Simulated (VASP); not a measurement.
Input of a VASP 6.6.1 run:

Contents of INCAR:

```
PREC = Accurate
ENCUT = 600
EDIFF = 1E-7
ISMEAR = -1
SIGMA = 0.1
LREAL = False
LASPH = True
NELM = 80
ALGO = Normal
ISIF = 3
LWAVE = False
LCHARG = False
GGA = CA
IBRION = 2
NSW = 80
EDIFFG = -0.01
```

The input KPOINTS:

```
Automatic mesh
0
Gamma
  8 8 5
```

The input POSCAR:

```
NbSi2
1.0
    4.8190000000      0.0000000000      0.0000000000
   -2.4095000000      4.1733764200      0.0000000000
    0.0000000000      0.0000000000      6.5920000000
Nb Si
3 6
Direct
    0.5000000000      0.0000000000      0.5000000000
    0.5000000000      0.5000000000      0.8333333300
    0.0000000000      0.5000000000      0.1666666700
    0.1599000000      0.3198000000      0.5000000000
    0.8401000000      0.1599000000      0.8333333300
    0.6802000000      0.8401000000      0.1666666700
    0.8401000000      0.6802000000      0.5000000000
    0.1599000000      0.8401000000      0.8333333300
    0.3198000000      0.1599000000      0.1666666700
```

Potentials or basis: VASP PAW LDA potentials, release 64 (Nb_sv, Si).

The run is started by

```sh
$ cat potpaw_LDA.64/Nb_sv/POTCAR potpaw_LDA.64/Si/POTCAR > POTCAR
$ mpirun -np 1 vasp_std > vasp.out
```

Question: What does it give for the space group after relaxing (to 0.1 Å)?

Answer: P6_222 (No. 180).

Question: Estimate the band gap on the k mesh.

Answer: Zero (an odd number of electrons rules out a gap without spin polarisation).

Question: Estimate the relaxed cell.

Answer: a = 4.744 Å, b = 4.744 Å, c = 6.537 Å, α = 90.00°, β = 90.00°, γ = 120.00°.

Question: Estimate the relaxed volume.

Answer: 14.16 Å³/atom.

Final structure:
```yaml
crystal:
  lattice:
    - [4.74440, 0.00000, 0.00000]
    - [-2.37220, 4.10877, 0.00000]
    - [0.00000, 0.00000, 6.53694]
  atoms:
    - { symbol: Nb, position: [0.50000, 0.00000, 0.50000] }
    - { symbol: Nb, position: [0.50000, 0.50000, 0.83333] }
    - { symbol: Nb, position: [0.00000, 0.50000, 0.16667] }
    - { symbol: Si, position: [0.15979, 0.31957, 0.50000] }
    - { symbol: Si, position: [0.84021, 0.15979, 0.83333] }
    - { symbol: Si, position: [0.68043, 0.84021, 0.16667] }
    - { symbol: Si, position: [0.84021, 0.68043, 0.50000] }
    - { symbol: Si, position: [0.15979, 0.84021, 0.83333] }
    - { symbol: Si, position: [0.31957, 0.15979, 0.16667] }
```

LDA usually gives volumes a few per cent too small. Zero-point motion and thermal expansion aren't in these numbers.
